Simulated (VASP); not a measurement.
# SnO in VASP: notebook

Runs on SnO. Level: PBE+D3(BJ). Tasks: single point, relaxation of the atoms.

Everything below comes from runs of VASP 6.6.1. Logs are shortened: lines on timing, memory, paths and dates and some standing lists are left out, and cuts for length are marked.

### 1 The cell of the first run

The cell holds a slab with vacuum, 4 atoms: a = 3.821 Å, b = 3.821 Å, c = 30.633 Å, α = 90.00°, β = 90.00°, γ = 90.00°.

### 2 Single point, PBE+D3(BJ), non-collinear spin, zero start, spin-orbit coupling

INCAR reads:

```
PREC     = Accurate       # precision mode
ENCUT    = 520            # plane-wave cutoff, eV
EDIFF    = 1E-6           # SCF threshold, eV
ISMEAR   = 1              # smearing method
SIGMA    = 0.02           # smearing width, eV
LREAL    = F              # projectors in reciprocal space
LASPH    = T              # aspherical terms in the spheres
NELM     = 200            # most SCF steps
ALGO     = Normal         # electronic algorithm
ISIF     = 2              # what is computed and relaxed
LWAVE    = F              # write WAVECAR
LCHARG   = T              # write CHGCAR
MAGMOM   = 0 0 0 0 0 0 0 0 0 0 0 0 # initial moments
LORBIT   = 11             # projections on sites
LSORBIT  = T              # spin-orbit coupling
GGA_COMPAT= F            
LORBMOM  = T            
LDIPOL   = T            
IDIPOL   = 3            
DIPOL    = 0.5 0.5 0.500
GGA      = PE             # functional
IVDW     = 12             # dispersion correction
LVHAR    = T            
LVACPOTAV= T            
NBANDS   = 54             # bands
NELMDL   = -8
```

KPOINTS reads:

```
Automatic mesh
0
Gamma
  6 6 1
```

POSCAR reads:

```
SnO
1.0
    3.8205603434      0.0000000000      0.0000000000
    0.0000000000      3.8205603434      0.0000000000
    0.0000000000      0.0000000000     30.6334027592
Sn O
2 2
Direct
    0.5000000000      0.0000000000      0.4614138350
    0.0000000000      0.5000000000      0.5385861650
    0.0000000000      0.0000000000      0.5000000000
    0.5000000000      0.5000000000      0.5000000000
```

Potentials or basis: VASP PAW PBE potentials, release 64 (Sn_d, O).

On the command line:

```sh
cat potpaw_PBE.64/Sn_d/POTCAR potpaw_PBE.64/O/POTCAR > POTCAR
mpirun -np 1 vasp_ncl > vasp.out
```

OUTCAR:

```text
PREC = Accurate
   ENCUT = 520
   EDIFF = 1E-6
   ISMEAR = 1
   LREAL = F
   LASPH = T
   NELM = 200
   ISIF = 2
   LORBIT = 11
   LSORBIT = T
   GGA = PE
   IVDW = 12
   NELMDL = -8
 IVDW          = 12

 ion  position               nearest neighbor table
   1  0.500  0.000  0.461-   3 2.25   4 2.25   4 2.25   3 2.25   2 3.59   2 3.59   2 3.59   2 3.59

   2  0.000  0.500  0.539-   3 2.25   4 2.25   3 2.25   4 2.25   1 3.59   1 3.59   1 3.59   1 3.59

   3  0.000  0.000  0.500-   1 2.25   2 2.25   2 2.25   1 2.25
   4  0.500  0.500  0.500-   1 2.25   2 2.25   1 2.25   2 2.25

  LATTYP: Found a simple tetragonal cell.
 ALAT       =     3.8205603434
 C/A-ratio  =     8.0180392418

  Lattice vectors:

 A1 = (   3.8205603434,   0.0000000000,   0.0000000000)
 A2 = (   0.0000000000,   3.8205603434,   0.0000000000)
 A3 = (   0.0000000000,   0.0000000000,  30.6334027592)

Analysis of symmetry for initial positions (statically):
=====================================================================
 Subroutine PRICEL returns:
 Original cell was already a primitive cell.

 Routine SETGRP: Setting up the symmetry group for a
 simple tetragonal supercell.

 Subroutine GETGRP returns: Found 16 space group operations
 (whereof  8 operations were pure point group operations)
 out of a pool of 16 trial point group operations.

The static configuration has the point symmetry D_2d.
 The point group associated with its full space group is D_4h.

Analysis of symmetry for dynamics (positions and initial velocities):
=====================================================================
 Subroutine PRICEL returns:
 Original cell was already a primitive cell.

 Routine SETGRP: Setting up the symmetry group for a
 simple tetragonal supercell.

 Subroutine GETGRP returns: Found 16 space group operations
 (whereof  8 operations were pure point group operations)
 out of a pool of 16 trial point group operations.

The dynamic configuration has the point symmetry D_2d.
 The point group associated with its full space group is D_4h.

Analysis of structural, dynamic, and magnetic symmetry:
=====================================================================
 Subroutine PRICEL returns:
 Original cell was already a primitive cell.

 Routine SETGRP: Setting up the symmetry group for a
 simple tetragonal supercell.

 Subroutine GETGRP returns: Found 16 space group operations
 (whereof  8 operations were pure point group operations)
 out of a pool of 16 trial point group operations.

The overall configuration has the point symmetry D_2d.
 The point group associated with its full space group is D_4h.

 Subroutine INISYM returns: Found 16 space group operations
 (whereof  8 operations are pure point group operations),
 and found     1 'primitive' translations

----------------------------------------------------------------------------------------

                                     Primitive cell

  volume of cell :     447.1460

  direct lattice vectors                    reciprocal lattice vectors
     3.820560343  0.000000000  0.000000000     0.261741711  0.000000000  0.000000000
     0.000000000  3.820560343  0.000000000     0.000000000  0.261741711  0.000000000
     0.000000000  0.000000000 30.633402759     0.000000000  0.000000000  0.032644104

  length of vectors
     3.820560343  3.820560343 30.633402759     0.261741711  0.261741711  0.032644104

  position of ions in fractional coordinates (direct lattice)
     0.500000000  0.000000000  0.461413835
     0.000000000  0.500000000  0.538586165
     0.000000000  0.000000000  0.500000000
     0.500000000  0.500000000  0.500000000

[... 107 lines left out ...]

 dipolmoment           0.000000      0.000000     -0.000000 electrons x Angstroem

 Free energy of the ion-electron system (eV)
  ---------------------------------------------------
  ext. energy  EPLUGINS =         0.00000000
  ---------------------------------------------------
  free energy    TOTEN  =       -22.65453050 eV

  energy without entropy =      -22.65478773  energy(sigma->0) =      -22.65461625

 E-fermi :  -3.6000     XC(G=0):  -2.1016

 val. band max:       -3.6148784184   @ k =   0.1667   0.1667   0.0000
 cond. band min:      -0.5293512889   @ k =   0.0000   0.0000   0.0000
 fundamental gap:      3.0855271295
 Fermi energy:        -3.6000077689

 k-point     1 :       0.0000    0.0000    0.0000
  band No.  band energies     occupation
      1     -24.5572      1.00000
      2     -24.5572      1.00000
      3     -24.4195      1.00000
      4     -24.4195      1.00000
      5     -24.3791      1.00000
      6     -24.3791      1.00000
[... 539 lines left out ...]
     51       2.9571      0.00000
     52       2.9571      0.00000
 [bands above 52 left out]

------------------------ aborting loop because EDIFF is reached ----------------------------------------

 Edisp (eV)   -0.54840

 E8    (eV) :    -0.2480

  FORCE on cell =-STRESS in cart. coord.  units (eV):
  Direction    XX          YY          ZZ          XY          YZ          ZX
  --------------------------------------------------------------------------------------
  -------------------------------------------------------------------------------------
  Total       0.06763     0.06763     0.14070     0.00000     0.00000     0.00000
  in kB       0.24233     0.24233     0.50416     0.00000     0.00000     0.00000
  external pressure =        0.33 kB  Pullay stress =        0.00 kB

 VOLUME and BASIS-vectors are now :
 -----------------------------------------------------------------------------
  energy-cutoff  :      520.00
  volume of cell :      447.15
      direct lattice vectors                 reciprocal lattice vectors
     3.820560343  0.000000000  0.000000000     0.261741711  0.000000000  0.000000000
     0.000000000  3.820560343  0.000000000     0.000000000  0.261741711  0.000000000
     0.000000000  0.000000000 30.633402759     0.000000000  0.000000000  0.032644104

 POSITION                                       TOTAL-FORCE (eV/Angst)
 -----------------------------------------------------------------------------------
      1.91028      0.00000     14.13468        -0.000000      0.000000     -0.087615
      0.00000      1.91028     16.49873         0.000000      0.000000      0.087615
      0.00000      0.00000     15.31670        -0.000000      0.000000      0.000000
      1.91028      1.91028     15.31670         0.000000      0.000000      0.000000
 -----------------------------------------------------------------------------------
    total drift:                                0.000000      0.000000      0.000000

  FREE ENERGIE OF THE ION-ELECTRON SYSTEM (eV)
  ---------------------------------------------------
  free  energy   TOTEN  =       -23.2029347328 eV

  energy  without entropy=      -23.2031919618  energy(sigma->0) =      -23.20302048

 vacuum level on the upper side and lower side of the slab         1.789         1.789

 orbital moment (x)

 # of ion     p       d       tot
 ----------------------------------------
  1         0.000  -0.000  -0.000
  2         0.000  -0.000  -0.000
  3         0.000   0.000   0.000
  4        -0.000   0.000  -0.000
 ----------------------------------------
            0.000  -0.000   0.000

 orbital moment (y)

 # of ion     p       d       tot
 ----------------------------------------
  1         0.000  -0.000   0.000
  2         0.000  -0.000   0.000
  3         0.000   0.000   0.000
  4         0.000   0.000   0.000
 ----------------------------------------
            0.000  -0.000   0.000

 orbital moment (z)

 # of ion     p       d       tot
 ----------------------------------------
  1         0.000   0.000   0.000
  2         0.000   0.000   0.000
  3         0.000   0.000   0.000
  4         0.000   0.000   0.000
 ----------------------------------------
            0.000   0.000   0.000

 Spin-Orbit-Coupling matrix elements

 Ion:    1  E_soc:     -0.0768840
 l=   1
     0.0000000    -0.0075209    -0.0053976
    -0.0075209     0.0000000    -0.0075209
    -0.0053976    -0.0075209     0.0000000
 l=   2
     0.0000000    -0.0012108     0.0000000    -0.0012108    -0.0047493
    -0.0012108     0.0000000    -0.0036505    -0.0011664    -0.0011822
     0.0000000    -0.0036505     0.0000000    -0.0036505     0.0000000
    -0.0012108    -0.0011664    -0.0036505     0.0000000    -0.0011822
    -0.0047493    -0.0011822     0.0000000    -0.0011822     0.0000000
 l=   3
     0.0000000     0.0000000     0.0000000     0.0000000     0.0000000     0.0000000     0.0000000
     0.0000000     0.0000000     0.0000000     0.0000000     0.0000000     0.0000000     0.0000000
     0.0000000     0.0000000     0.0000000     0.0000000     0.0000000     0.0000000     0.0000000
     0.0000000     0.0000000     0.0000000     0.0000000     0.0000000     0.0000000     0.0000000
[... 49 lines left out ...]
 l=   2
     0.0000000     0.0000000     0.0000000     0.0000000     0.0000000
     0.0000000     0.0000000     0.0000000     0.0000000     0.0000000
     0.0000000     0.0000000     0.0000000     0.0000000     0.0000000
     0.0000000     0.0000000     0.0000000     0.0000000     0.0000000
     0.0000000     0.0000000     0.0000000     0.0000000     0.0000000
 l=   3
     0.0000000     0.0000000     0.0000000     0.0000000     0.0000000     0.0000000     0.0000000
     0.0000000     0.0000000     0.0000000     0.0000000     0.0000000     0.0000000     0.0000000
     0.0000000     0.0000000     0.0000000     0.0000000     0.0000000     0.0000000     0.0000000
     0.0000000     0.0000000     0.0000000     0.0000000     0.0000000     0.0000000     0.0000000
     0.0000000     0.0000000     0.0000000     0.0000000     0.0000000     0.0000000     0.0000000
     0.0000000     0.0000000     0.0000000     0.0000000     0.0000000     0.0000000     0.0000000
     0.0000000     0.0000000     0.0000000     0.0000000     0.0000000     0.0000000     0.0000000

 total charge

# of ion       s       p       d       tot
------------------------------------------
    1        1.280   0.763  10.054  12.098
    2        1.280   0.763  10.054  12.098
    3        1.576   3.429   0.000   5.005
    4        1.576   3.429   0.000   5.005
--------------------------------------------------
tot          5.713   8.384  20.109  34.206

 magnetization (x)

# of ion       s       p       d       tot
------------------------------------------
    1        0.000   0.000   0.000   0.000
    2        0.000   0.000   0.000   0.000
    3        0.000   0.000   0.000   0.000
    4        0.000   0.000   0.000   0.000
--------------------------------------------------
tot          0.000   0.000   0.000   0.000

 magnetization (y)

# of ion       s       p       d       tot
------------------------------------------
    1        0.000  -0.000   0.000   0.000
    2        0.000  -0.000   0.000   0.000
    3        0.000   0.000   0.000   0.000
    4        0.000   0.000   0.000   0.000
--------------------------------------------------
tot          0.000  -0.000   0.000   0.000

 magnetization (z)

# of ion       s       p       d       tot
------------------------------------------
    1        0.000   0.000   0.000   0.000
    2        0.000   0.000   0.000   0.000
    3        0.000   0.000   0.000   0.000
    4        0.000   0.000   0.000   0.000
--------------------------------------------------
tot          0.000   0.000   0.000   0.000
```

Run time: 31 min. Hardware: 1 thread of Intel Xeon 8259CL, shared host; peak memory 1.3 GiB.

What came out:

```yaml
Free_energy: -23.2029 eV
Largest_force: 0.088 eV/Å
Net_moment: 0.00 μB per cell
Valence_electrons_inside_the_program's_atomic_spheres: Sn 12.10; O 5.00
Dispersion_energy_per_atom: -0.137 eV
```

Forces on the atoms (eV/Å):
```
Sn   0.000  0.000 -0.088
Sn   0.000  0.000  0.088
O    0.000  0.000  0.000
O    0.000  0.000  0.000
```

Moments on the atoms (μB; x, y, z):
```
Sn  0.00 0.00 0.00
Sn  0.00 0.00 0.00
O   0.00 0.00 0.00
O   0.00 0.00 0.00
```

(Part 1 of 2 ends here.)
